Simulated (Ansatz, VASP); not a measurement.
# Sr in VASP and in Ansatz

```
Sr
1.0
    -2.33956    2.33956    2.33956
     2.33956   -2.33956    2.33956
     2.33956    2.33956   -2.33956
Sr
1
Direct
  0.00000 0.00000 0.00000
```

Change from the starting cell: volume scaled by 1, crystal datasets.

Alike in both runs: task single point; functional PBEsol; k mesh 11 × 11 × 11; occupations fermi-dirac, width 0.08 eV; no spin polarisation.

|  | VASP | Ansatz |
| --- | --- | --- |
| version | VASP 6.6.1 | Ansatz 0.2.0 |
| potentials or method | VASP PAW PBE potentials, release 64 (Sr_sv), cutoff 520 eV | all-electron PAW with datasets made for the crystal, scalar-relativistic |

```csv
,VASP,Ansatz,Ansatz less VASP
pressure (GPa),0.0,0.0,-0.01
```

VASP's potentials were made for PBE, not for PBEsol. Ansatz ran all-electron here, and VASP with PAW potentials.
